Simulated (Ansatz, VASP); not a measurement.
**Two plane-wave programs on Fe**

File INCAR:

```
SYSTEM = Fe
ALGO = Normal
EDIFF = 1E-6
ENCUT = 520
GGA = PE
ISIF = 2
ISMEAR = -1
ISPIN = 2
LASPH = .True.
LCHARG = .True.
LELF = .True.
LMAXMIX = 4
LORBIT = 11
LREAL = .False.
LVHAR = .True.
LWAVE = .False.
MAGMOM = 2.2
NBANDS = 14
NELM = 150
NUPDOWN = 2.2
PREC = Accurate
SIGMA = 0.05
```

The input KPOINTS:

```
k-points
0
Gamma
  11 11 11
  0 0 0
```

POSCAR

```
Fe
1.0
    0.0000000000      1.9417396906      1.9651051623
    1.4984397099      0.0000000000      1.9651051623
    1.4984397099      1.9417396906      0.0000000000
Fe
1
Direct
    0.0000000000      0.0000000000      0.0000000000
```

File input.yaml:

```yaml
crystal:
  lattice:
    - [0.0, 1.9417396906, 1.9651051623]
    - [1.4984397099, 0.0, 1.9651051623]
    - [1.4984397099, 1.9417396906, 0.0]
  atoms:
    - { symbol: Fe, position: [0.0, 0.0, 0.0], spin: 2.2 }
hamiltonian:
  xc: pbe
  pseudopotentials: { kind: paw }
magnetization:
  spin_polarized: true
  initial_magnetization: 2.2
  spin_locking: { lock_magnetization: hard }
kpoints:
  mp_grid: { grid: [11, 11, 11] }
scf:
  occupations: { method: fermi_dirac, width: 0.05 }
  lower_state_search: "off"
output:
  forces: true
  stress: true
  eigenvalues: true
```

Alike in both runs: task single point; functional PBE; k mesh 11 × 11 × 11; occupations fermi-dirac, width 0.05 eV; collinear spin; fixed moment 2.2 μB.

```csv
,VASP,Ansatz
version,VASP 6.6.1,Ansatz 0.2.0
potentials or method,"VASP PAW PBE potentials, release 64 (Fe)",Ansatz PAW
plane-wave cutoff (eV),520,420
valence electrons in the cell,8,16
```

```csv
,VASP,Ansatz,Ansatz less VASP
pressure (GPa),-0.9,-0.6,+0.32
"traceless stress, the component that is largest in VASP (GPa)",-5.59,-5.49,+0.105
net moment per atom (μB),2.20,2.20,0.000
size of the moment on the site where the two differ most (μB),2.20,2.25,+0.046
```

Site moments also hang on the region over which each program counts them. VASP's potentials hold 8 valence electrons a cell and Ansatz's 16, so a difference there can come from the potentials and not from the codes.
